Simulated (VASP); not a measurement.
# Sn (Immm) in VASP: settings compared

The runs below take Sn through single point, relaxation of cell and atoms, with PBEsol, LDA.

Program: VASP 6.6.1. These are calculated values, not measurements. Logs are shortened: lines on timing, memory, paths and dates and some standing lists are left out, and cuts for length are marked.

## Step 1: The cell of the first run

It takes space group Immm (No. 71, orthorhombic). Conventional cell: a = 3.521 Å, b = 3.621 Å, c = 4.768 Å, α = 90.00°, β = 90.00°, γ = 90.00°. Within 4.8 Å of Sn (site symmetry mmm) lie 14 Sn at 3.47 to 4.77 Å.

## Step 2: Single point, PBEsol (30.39 Å³/atom)

INCAR reads:

```
ALGO = Normal
EDIFF = 1E-6
ENCUT = 520
GGA = PS
ISIF = 2
ISMEAR = -1
LASPH = True
LCHARG = True
LELF = True
LREAL = False
LVHAR = True
LWAVE = False
NBANDS = 13
NELM = 100
PREC = Accurate
SIGMA = 0.05
```

KPOINTS reads:

```
k-points
0
Gamma
  11 11 11
```

POSCAR reads:

```
Sn
1.0
   -1.7604013028      1.8103704880      2.3842034864
    1.7604013028     -1.8103704880      2.3842034864
    1.7604013028      1.8103704880     -2.3842034864
Sn
1
Direct
    0.0000000000      0.0000000000      0.0000000000
```

Potentials or basis: VASP PAW PBE potentials, release 64 (Sn_d).

Launch:

```
$ cat potpaw_PBE.64/Sn_d/POTCAR > POTCAR
$ mpirun -np 1 vasp_std > vasp.out
```

OUTCAR:

```text
EDIFF = 1E-6
   ENCUT = 520
   GGA = PS
   ISIF = 2
   ISMEAR = -1
   LASPH = True
   LREAL = False
   NELM = 100
   PREC = Accurate

 ion  position               nearest neighbor table
   1  0.000  0.000  0.000-

  LATTYP: Found a body centered orthorhombic cell.
 ALAT       =     3.5208026056
 B/A-ratio  =     1.0283851103
 C/A-ratio  =     1.3543522620

  Lattice vectors:

 A1 = (  -1.7604013028,   1.8103704880,   2.3842034864)
 A2 = (   1.7604013028,  -1.8103704880,   2.3842034864)
 A3 = (   1.7604013028,   1.8103704880,  -2.3842034864)

Analysis of symmetry for initial positions (statically):
=====================================================================
 Subroutine PRICEL returns:
 Original cell was already a primitive cell.

 Routine SETGRP: Setting up the symmetry group for a
 body centered orthorhombic supercell.

 Subroutine GETGRP returns: Found  8 space group operations
 (whereof  8 operations were pure point group operations)
 out of a pool of  8 trial point group operations.

The static configuration has the point symmetry D_2h.

Analysis of symmetry for dynamics (positions and initial velocities):
=====================================================================
 Subroutine PRICEL returns:
 Original cell was already a primitive cell.

 Routine SETGRP: Setting up the symmetry group for a
 body centered orthorhombic supercell.

 Subroutine GETGRP returns: Found  8 space group operations
 (whereof  8 operations were pure point group operations)
 out of a pool of  8 trial point group operations.

The dynamic configuration has the point symmetry D_2h.

 Subroutine INISYM returns: Found  8 space group operations
 (whereof  8 operations are pure point group operations),
 and found     1 'primitive' translations

----------------------------------------------------------------------------------------

                                     Primitive cell

  volume of cell :      30.3936

  direct lattice vectors                    reciprocal lattice vectors
    -1.760401303  1.810370488  2.384203486     0.000000000  0.276186561  0.209713644
     1.760401303 -1.810370488  2.384203486     0.284026147  0.000000000  0.209713644
     1.760401303  1.810370488 -2.384203486     0.284026147  0.276186561  0.000000000

  length of vectors
     3.472877815  3.472877815  3.472877815     0.346783548  0.353059010  0.396168991

  position of ions in fractional coordinates (direct lattice)
     0.000000000  0.000000000  0.000000000

  ion indices of the primitive-cell ions
   primitive index   ion index
                 1           1

----------------------------------------------------------------------------------------

 KPOINTS: k-points

Automatic generation of k-mesh.
 Grid dimensions read from file:
 generate k-points for:   11   11   11

 Generating k-lattice:

  Cartesian coordinates                     Fractional coordinates (reciprocal lattice)
     0.000000000  0.025107869  0.019064877     0.090909091  0.000000000  0.000000000
     0.025820559  0.000000000  0.019064877     0.000000000  0.090909091  0.000000000
     0.025820559  0.025107869  0.000000000     0.000000000  0.000000000  0.090909091

  Length of vectors
     0.031525777  0.032096274  0.036015363

  Shift w.r.t. Gamma in fractional coordinates (k-lattice)
     0.000000000  0.000000000  0.000000000

 Subroutine IBZKPT returns following result:
 ===========================================

 Found    216 irreducible k-points:

 Following reciprocal coordinates:
            Coordinates               Weight
  0.000000  0.000000  0.000000      1.000000
  0.090909  0.000000  0.000000      4.000000
  0.181818  0.000000  0.000000      4.000000
  0.272727  0.000000  0.000000      4.000000
  0.363636 -0.000000  0.000000      4.000000
  0.454545  0.000000  0.000000      4.000000
[... 16 lines left out ...]
  0.454545  0.181818  0.000000      8.000000
 -0.454545  0.181818  0.000000      8.000000
 [... further k-points ...]
   k-points           NKPTS =    216   k-points in BZ     NKDIM =    216   number of bands    NBANDS=     13
   number of dos      NEDOS =    301   number of ions     NIONS =      1
   total plane-waves  NPLWV =  21952
   dimension x,y,z NGX =    28 NGY =   28 NGZ =   28
   dimension x,y,z NGXF=    56 NGYF=   56 NGZF=   56
   ions per type =               1
   NGX,Y,Z   is equivalent  to a cutoff of  13.40, 13.40, 13.40 a.u.
   NGXF,Y,Z  is equivalent  to a cutoff of  26.81, 26.81, 26.81 a.u.
 SYSTEM =  unknown system
   PREC   = accura    normal or accurate (medium, high low for compatibility)
   ISTART =      0    job   : 0-new  1-cont  2-samecut
   ICHARG =      2    charge: 1-file 2-atom 10-const
   ISPIN  =      1    spin polarized calculation?
   LNONCOLLINEAR =      F non collinear calculations
   LSORBIT =      F    spin-orbit coupling
   LASPH  =      T    aspherical Exc in radial PAW
   ENCUT  =  520.0 eV  38.22 Ry    6.18 a.u.   6.46  6.46  6.46*2*pi/ulx,y,z
   NELM   =    100;   NELMIN=  2; NELMDL= -5     # of ELM steps
   EDIFF  = 0.1E-05   stopping-criterion for ELM
   LREAL  =      F    real-space projection
   EDIFFG = 0.1E-04   stopping-criterion for IOM
   NSW    =      0    number of steps for IOM
   IBRION =     -1    ionic relax: 0-MD 1-quasi-New 2-CG
   NFREE  =      0    steps in history (QN), initial steepest desc. (CG)
   ISIF   =      2    stress and relaxation
   ISYM   =      2    0-nonsym 1-usesym 2-fastsym
   POTIM  = 0.5000    time-step for ionic-motion
   TEBEG  =    0.0;   TEEND  =   0.0 temperature during run
   PSTRESS=    0.0 pullay stress
   NELECT =      14.0000    total number of electrons
   NUPDOWN=      -1.0000    fix difference up-down
   EMIN   =  10.00;   EMAX   =-10.00  energy-range for DOS
   EFERMI =   0.00;   METHOD = LEGACY
   ISMEAR =    -1;   SIGMA  =   0.05  broadening in eV -4-tet -1-fermi 0-gaus
   EFERMI_NEDOS =   21; number of points for ismear=-14 and -15
   IALGO  =     38    algorithm
   IMIX   =      4    mixing-type and parameters
     AMIX     =   0.40;   BMIX     =  1.00
     AMIX_MAG =   1.60;   BMIX_MAG =  1.00
  volume/ion in A,a.u.               =      30.39       205.11
  Fermi-wavevector in a.u.,A,eV,Ry     =   1.264319  2.389217 21.748950  1.598503
  Thomas-Fermi vector in A             =   2.397630
   LORBIT       =      0    0 simple, 1 ext, 2 COOP (PROOUT), +10 PAW based schemes
   GGA     = PS    functional components
   LHFCALC =     F    Hartree Fock is set to
   AEXX    =    0.0000 exact exchange contribution
   IVDW    =     0    specifies the selected vdW correction
   LEPSILON=     F    determine dielectric tensor
   LRPA    =     F    only Hartree local field effects (RPA)
 non-spin polarized calculation
  energy-cutoff  :      520.00
  volume of cell :       30.39
 maximum number of plane-waves:       841
 NGX is ok and might be reduce to    28
   NGX = 13   NGY = 13   NGZ = 13

 number of electron      14.0000003 magnetization

 Free energy of the ion-electron system (eV)
  ---------------------------------------------------
  ext. energy  EPLUGINS =         0.00000000
  ---------------------------------------------------
  free energy    TOTEN  =        -4.16323966 eV

  energy without entropy =       -4.15999028  energy(sigma->0) =       -4.16161497

 E-fermi :   6.7074     XC(G=0):  -9.9884

 val. band max:        6.6914989633   @ k =  -0.3636  -0.3636   0.3636
 cond. band min:       6.7409342524   @ k =   0.1818   0.1818   0.1818
 fundamental gap:      0.0494352891
 Fermi energy:         6.7074116095

 k-point     1 :       0.0000    0.0000    0.0000
  band No.  band energies     occupation
      1     -14.7316      2.00000
      2     -14.7181      2.00000
      3     -14.7040      2.00000
      4     -14.6804      2.00000
      5     -14.6485      2.00000
      6      -3.6849      2.00000
      7      13.2747      0.00000
      8      13.4202      0.00000
      9      13.7762      0.00000
     10      17.2363      0.00000
     11      17.5103      0.00000
     12      17.9846      0.00000
     13      18.1499      0.00000

 k-point     2 :       0.0909    0.0000    0.0000
  band No.  band energies     occupation
      1     -14.7283      2.00000
      2     -14.7136      2.00000
      3     -14.7028      2.00000
      4     -14.6789      2.00000
      5     -14.6492      2.00000
      6      -3.5335      2.00000
      7      11.8351      0.00000
      8      13.2379      0.00000
      9      13.5019      0.00000
     10      16.5023      0.00000
     11      18.0698      0.00000
     12      18.5090      0.00000
     13      19.5190      0.00000

 k-point     3 :       0.1818    0.0000    0.0000
  band No.  band energies     occupation
      1     -14.7216      2.00000
      2     -14.7084      2.00000
      3     -14.7000      2.00000
      4     -14.6677      2.00000
      5     -14.6489      2.00000
      6      -3.0807      2.00000
      7       9.2802      0.00000
      8      12.9205      0.00000
      9      12.9535      0.00000
     10      16.0905      0.00000
     11      18.4659      0.00000
     12      18.4792      0.00000
     13      19.3822      0.00000
[... 305 lines left out ...]
 k-point    23 :       0.4545    0.1818    0.0000
  band No.  band energies     occupation
      1     -14.7261      2.00000
      2     -14.6930      2.00000
      3     -14.6785      2.00000
      4     -14.6364      2.00000
      5     -14.6124      2.00000
      6       0.3650      2.00000
      7       3.2356      2.00000
      8       8.4447      0.00000
      9      10.9331      0.00000
     10      14.2017      0.00000
     11      18.6050      0.00000
     12      19.8061      0.00000
     13      21.5846      0.00000

 k-point    24 :      -0.4545    0.1818    0.0000
  band No.  band energies     occupation
      1     -14.7305      2.00000
      2     -14.6978      2.00000
      3     -14.6752      2.00000
      4     -14.6434      2.00000
      5     -14.6109      2.00000
      6      -0.5153      2.00000
      7       4.5315      2.00000
      8       9.0192      0.00000
      9      10.6421      0.00000
     10      13.9377      0.00000
     11      18.6201      0.00000
     12      19.7402      0.00000
     13      20.9785      0.00000

 [... further k-points ...]

------------------------ aborting loop because EDIFF is reached ----------------------------------------

  FORCE on cell =-STRESS in cart. coord.  units (eV):
  Direction    XX          YY          ZZ          XY          YZ          ZX
  --------------------------------------------------------------------------------------
  -------------------------------------------------------------------------------------
  Total       -0.9658437     -1.2352001     -0.9747335      0.0000000      0.0000000      0.0000000
  in kB      -50.9137364    -65.1126632    -51.3823547      0.0000000      0.0000000      0.0000000
  external PRESSURE =     -55.8029181 kB  Pullay stress =       0.0000000 kB

 VOLUME and BASIS-vectors are now :
 -----------------------------------------------------------------------------
  energy-cutoff  :      520.00
  volume of cell :       30.39
      direct lattice vectors                 reciprocal lattice vectors
    -1.760401303  1.810370488  2.384203486     0.000000000  0.276186561  0.209713644
     1.760401303 -1.810370488  2.384203486     0.284026147  0.000000000  0.209713644
     1.760401303  1.810370488 -2.384203486     0.284026147  0.276186561  0.000000000

 POSITION                                       TOTAL-FORCE (eV/Angst)
 -----------------------------------------------------------------------------------
      0.00000      0.00000      0.00000        -0.000000      0.000000     -0.000000
 -----------------------------------------------------------------------------------
    total drift:                               -0.000000     -0.000000     -0.000000

  FREE ENERGIE OF THE ION-ELECTRON SYSTEM (eV)
  ---------------------------------------------------
  free  energy   TOTEN  =        -4.1632396572 eV

  energy  without entropy=       -4.1599902783  energy(sigma->0) =       -4.16161497
```

It took 36 s on 1 thread of Intel Xeon Platinum 8559C (Emerald Rapids), shared host; peak memory 0.21 GiB.

Results:

```
Free energy            : -4.1632 eV
Pressure               : -5.6 GPa
Band gap on the k mesh : zero (bands 7 and 8 overlap by 8.20 eV)
```

Caveat: the cell stands under tension; the PAW data sets were made with another functional, which shifts forces and pressure a little; spin-orbit coupling is left out, which moves the levels of the heavy elements.

## Step 3: Relaxation of cell and atoms, LDA, target pressure 20 GPa, at which the enthalpy is minimised

This run uses another cell than the first one, of 28.67 Å³/atom.

INCAR reads:

```
  ALGO = Normal
  EDIFF = 1E-7
  EDIFFG = -0.01
  ENCUT = 600
  GGA = CA
  IBRION = 2
  ISIF = 3
  ISMEAR = -1
  LASPH = T
  LCHARG = F
  LREAL = F
  LWAVE = F
  NELM = 100
  NSW = 80
  PREC = Accurate
  PSTRESS = 200.0
  SIGMA = 0.05
```

KPOINTS is that of step 2.

POSCAR reads:

```
Sn
1.0
   -1.7265390000      1.7755470000      2.3383420000
    1.7265390000     -1.7755470000      2.3383420000
    1.7265390000      1.7755470000     -2.3383420000
Sn
1
Direct
    0.0000000000      0.0000000000      0.0000000000
```

Potentials or basis: VASP PAW LDA potentials, release 64 (Sn_d).

Launch:

```
$ cat potpaw_LDA.64/Sn_d/POTCAR > POTCAR
$ mpirun -np 1 vasp_std > vasp.out
```

It took 5.3 min on 1 thread of Intel Xeon 6975P-C (Granite Rapids), shared host; peak memory 0.23 GiB.

The run converged. Its results:

| Quantity | Value |
| --- | --- |
| Free energy | -4.1944 eV |
| Relaxed volume | 20.95 Å³/atom |
| Relaxed cell | a = 3.082 Å, b = 3.082 Å, c = 3.082 Å, α = 119.15°, β = 119.15°, γ = 91.48° |
| Space group after relaxing (to 0.1 Å) | I4/mmm (No. 139) |
| Energy change on relaxing (the run minimises the enthalpy) | +207.2 meV/atom |
| Ionic steps | 21 |
| Pressure after relaxing | 20.0 GPa |
| Band gap on the k mesh | zero (bands 7 and 8 overlap by 12.38 eV) |

Step by step:
```tsv
step	energy change (eV)	largest force (eV/Å)	pressure (GPa)	volume (Å³)
1	0.0000	0.0000	-4.80	28.67
2	3.2312	0.0000	160.00	13.92
3	0.1318	0.0000	15.75	21.67
4	0.1744	0.0000	18.22	21.26
5	0.2079	0.0000	20.07	20.98
6	0.1910	0.0000	19.14	21.12
7	0.1910	0.0000	19.27	21.09
8	0.1907	0.0000	19.25	21.09
9	0.2236	0.0000	21.00	20.83
10	0.2052	0.0000	20.03	20.98
11	0.2054	0.0000	20.02	20.97
12	0.2061	0.0000	20.04	20.97
13	0.2077	0.0000	20.06	20.95
14	0.2083	0.0000	20.07	20.94
15	0.2075	0.0000	20.06	20.95
16	0.2063	0.0000	19.96	20.96
17	0.2060	0.0000	19.95	20.96
18	0.2054	0.0000	19.92	20.97
19	0.2057	0.0000	19.91	20.97
20	0.2058	0.0000	19.93	20.96
21	0.2072	0.0000	20.00	20.95
```

Final structure:
```
CELL_PARAMETERS angstrom
-1.56052 1.56069 2.15082
1.56052 -1.56069 2.15082
1.56052 1.56069 -2.15082
ATOMIC_POSITIONS crystal
Sn 0.00000 0.00000 0.00000
```

Levels at points of the mesh, in eV from the Fermi level:
```
           k point  band 3  band 4  band 5  band 6  band 7  band 8  band 9  band 10  band 11
(0.00, 0.00, 0.00)  -21.71  -21.57  -21.53  -13.34    9.83    9.90    9.91    10.85    13.71
```

Caveat: the cell is relaxed towards a set pressure, so the run minimises the enthalpy, not the energy; the volume moved by over 15 % at a fixed basis, so the end points are rough; spin-orbit coupling is left out, which moves the levels of the heavy elements.
